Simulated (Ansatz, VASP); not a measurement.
Two plane-wave programs on TiO2

File POSCAR:

```
TiO2
1.0
    3.7777089788      0.0000000000      0.0000000000
    0.0000000000      3.7777089788      0.0000000000
    0.0000000000      0.0000000000      9.5840256423
Ti O
4 8
Direct
    0.0000000000      0.5000000000      0.7500000000
    0.5000000000      0.5000000000      0.0000000000
    0.5000000000      0.0000000000      0.2500000000
    0.0000000000      0.0000000000      0.5000000000
    0.0000000000      0.5000000000      0.9572470736
    0.5000000000      0.5000000000      0.7927529264
    0.5000000000      0.0000000000      0.0427529264
    0.0000000000      0.0000000000      0.7072470736
    0.5000000000      0.0000000000      0.4572470736
    0.0000000000      0.0000000000      0.2927529264
    0.0000000000      0.5000000000      0.5427529264
    0.5000000000      0.5000000000      0.2072470736
```

The input INCAR.step1:

```
SYSTEM = TiO2
  ALGO = Normal
  EDIFF = 1E-4
  ENCUT = 520
  GGA = PE
  ISMEAR = 0
  LASPH = .TRUE.
  LCHARG = .FALSE.
  LREAL = .FALSE.
  LWAVE = .TRUE.
  NBANDS = 60
  NELM = 100
  PREC = Accurate
  SIGMA = 0.02
```

INCAR.step2

```
SYSTEM = TiO2
  ALGO = Normal
  EDIFF = 1E-6
  ENCUT = 520
  ISIF = 2
  ISMEAR = 0
  ISTART = 1
  LASPH = .TRUE.
  LCHARG = .TRUE.
  LELF = .TRUE.
  LMIXTAU = .TRUE.
  LREAL = .FALSE.
  LVHAR = .TRUE.
  LWAVE = .FALSE.
  METAGGA = R2SCAN
  NBANDS = 60
  NELM = 100
  PREC = Accurate
  SIGMA = 0.02
```

The input KPOINTS:

```
k-points
0
G
  6 6 4
  0 0 0
```

Input for Ansatz:

```yaml
crystal:
  lattice:
    - [3.7777089757, 0.0, 0.0]
    - [0.0, 3.7777089757, 0.0]
    - [0.0, 0.0, 9.5840256616]
  atoms:
    - { symbol: Ti, position: [0.0, 0.5, 0.75] }
    - { symbol: Ti, position: [0.5, 0.5, 0.0] }
    - { symbol: Ti, position: [0.5, 0.0, 0.25] }
    - { symbol: Ti, position: [0.0, 0.0, 0.5] }
    - { symbol: O, position: [0.0, 0.5, 0.9572470713] }
    - { symbol: O, position: [0.5, 0.5, 0.7927529287] }
    - { symbol: O, position: [0.5, 0.0, 0.0427529287] }
    - { symbol: O, position: [0.0, 0.0, 0.7072470713] }
    - { symbol: O, position: [0.5, 0.0, 0.4572470713] }
    - { symbol: O, position: [0.0, 0.0, 0.2927529287] }
    - { symbol: O, position: [0.0, 0.5, 0.5427529287] }
    - { symbol: O, position: [0.5, 0.5, 0.2072470713] }
basis:
  ecutwfc: 500
kpoints:
  mp_grid: { grid: [6, 6, 4] }
hamiltonian:
  xc: r2scan
scf:
  occupations: { method: gaussian, width: 0.02 }
output:
  forces: true
  stress: true
  eigenvalues: true
```

Alike in both runs: task single point; functional r2SCAN; k mesh 6 × 6 × 4; occupations gaussian, width 0.02 eV; no spin polarisation.

|  | VASP | Ansatz |
| --- | --- | --- |
| version | VASP 6.6.1 | Ansatz 0.2.0 |
| potentials or method | VASP PAW PBE potentials, release 64 (Ti_sv, O), cutoff 520 eV | scalar-relativistic, plane waves, PAW |
| valence electrons in the cell | 96 | 96 |

Ansatz gave:

| Item | Value |
| --- | --- |
| gap on the k mesh at the Fermi level (eV) | 2.58 |
| least direct gap on the mesh (eV) | 2.65 |
| pressure (GPa) | 0.0 |
| traceless stress, the component that is largest in VASP (GPa) | 0.02 |
| rms of the force components (eV/Å) | 0.001 |

Estimate VASP's values.

gap on the k mesh at the Fermi level (eV): 2.60; least direct gap on the mesh (eV): 2.68; pressure (GPa): 1.2; traceless stress, the component that is largest in VASP (GPa): -0.14; rms of the force components (eV/Å): 0.017.

VASP's potentials were made for PBE, not for r2SCAN. Atom by atom the forces differ by 0.015 eV/Å (rms over components).
